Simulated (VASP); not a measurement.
**AlSi16 (a cell with a defect): single point with PBE+D3(BJ)**

The system is AlSi16 (a cell with a defect).

```
CELL_PARAMETERS angstrom
0.00000 5.43000 5.43000
5.43000 0.00000 5.43000
5.43000 5.43000 0.00000
ATOMIC_POSITIONS crystal
Si 0.00175 0.00091 0.99862
Si 0.12360 0.12284 0.12964
Si 0.00004 0.99938 0.50025
Si 0.12360 0.12284 0.62383
Si 0.00174 0.49762 0.99857
Si 0.13841 0.61983 0.12084
Si 0.00174 0.49762 0.50198
Si 0.12356 0.62878 0.62378
Si 0.49838 0.00092 0.99861
Si 0.62072 0.13728 0.12095
Si 0.49839 0.00091 0.50200
Si 0.62943 0.12283 0.62382
Si 0.50008 0.49898 0.00040
Si 0.62056 0.61978 0.12079
Si 0.49833 0.49761 0.50198
Si 0.62057 0.61980 0.63873
Al 0.75010 0.74882 0.25046
```

```json
{
  "Program": "VASP 6.6.1",
  "Task": "single point",
  "Functional": "PBE",
  "Dispersion": "D3(BJ)",
  "Potentials or basis": "VASP PAW PBE potentials, release 64 (Si, Al)",
  "Cutoff": "520 eV",
  "k mesh": "2 × 2 × 2",
  "Occupations": "fermi-dirac, width 0.02 eV",
  "Spin": "collinear spin",
  "Starting moments": "[0.0, 0.0, 0.0, 0.0, 0.0, 0.0, 0.0, 0.0, 0.0, 0.0, 0.0, 0.0, 0.0, 0.0, 0.0, 0.0, 1.0] μB",
  "Dipole correction": "no",
  "Further INCAR settings": "LREAL = Auto; ALGO = Normal; EDIFF = 1e-06; NBANDS = 52"
}
```

```
Pressure                                              : 2.5 GPa
Largest force                                         : 0.059 eV/Å
Net moment                                            : 0.03 μB per cell
Valence electrons inside the program's atomic spheres : Si 1.67, 1.70, 1.71, 1.75 (each value once); Al 0.84
Dispersion energy per atom                            : -0.330 eV
```

Forces in eV/Å, atoms in the order of the input:
```
Si   0.000  0.000 -0.038
Si  -0.034 -0.034  0.033
Si   0.001 -0.001  0.002
Si   0.033  0.034  0.033
Si   0.037  0.000 -0.001
Si   0.015 -0.015 -0.016
Si   0.000 -0.037  0.000
Si  -0.034  0.034 -0.034
Si  -0.001  0.038 -0.001
Si  -0.015  0.016 -0.015
Si  -0.038  0.000 -0.001
Si   0.033 -0.033 -0.034
Si   0.000  0.000  0.000
Si   0.016  0.016  0.016
Si   0.000  0.000  0.037
Si  -0.016 -0.016  0.016
Al   0.002 -0.002  0.002
```

Levels at points of the mesh, in eV from the Fermi level:
Spin up:
```tsv
k point	band 31	band 32	band 33	band 34	band 35	band 36
(0.00, 0.00, 0.00)	-0.75	-0.75	-0.75	-0.22	-0.22	-0.22
(0.50, 0.00, 0.00)	-1.42	-1.42	-0.60	0.23	0.55	0.55
(0.00, 0.50, 0.00)	-1.42	-1.42	-0.60	0.23	0.54	0.55
(0.00, 0.00, 0.50)	-1.42	-1.42	-0.60	0.23	0.55	0.55
(0.50, 0.50, 0.50)	-1.42	-1.42	-0.60	0.23	0.55	0.55
(0.50, 0.50, 0.00)	-2.04	-1.90	-0.25	0.20	1.10	1.41
(0.00, 0.50, 0.50)	-2.04	-1.90	-0.25	0.20	1.10	1.41
(0.50, 0.00, 0.50)	-2.04	-1.90	-0.25	0.20	1.10	1.41
```
Spin down:
| k point | band 30 | band 31 | band 32 | band 33 | band 34 | band 35 | band 36 | band 37 |
| --- | --- | --- | --- | --- | --- | --- | --- | --- |
| (0.00, 0.00, 0.00) | -1.74 | -0.75 | -0.75 | -0.75 | -0.22 | -0.22 | -0.22 | 0.00 |
| (0.50, 0.00, 0.00) | -1.57 | -1.41 | -1.41 | -0.60 | 0.23 | 0.55 | 0.55 | 0.87 |
| (0.00, 0.50, 0.00) | -1.57 | -1.41 | -1.41 | -0.60 | 0.23 | 0.55 | 0.55 | 0.87 |
| (0.00, 0.00, 0.50) | -1.57 | -1.41 | -1.41 | -0.60 | 0.23 | 0.55 | 0.55 | 0.87 |
| (0.50, 0.50, 0.50) | -1.57 | -1.41 | -1.41 | -0.60 | 0.23 | 0.55 | 0.55 | 0.87 |
| (0.50, 0.50, 0.00) | -2.03 | -2.03 | -1.90 | -0.25 | 0.20 | 1.10 | 1.41 | 1.41 |
| (0.00, 0.50, 0.50) | -2.03 | -2.03 | -1.90 | -0.25 | 0.20 | 1.10 | 1.41 | 1.41 |
| (0.50, 0.00, 0.50) | -2.03 | -2.03 | -1.90 | -0.25 | 0.20 | 1.10 | 1.41 | 1.41 |

It took 4.5 min on 1 thread of Intel(R) Xeon(R) 6975P-C (Granite Rapids) (shared host), peak memory 0.7 GiB.

Caveat: the k points lie up to 0.50 Å⁻¹ apart.
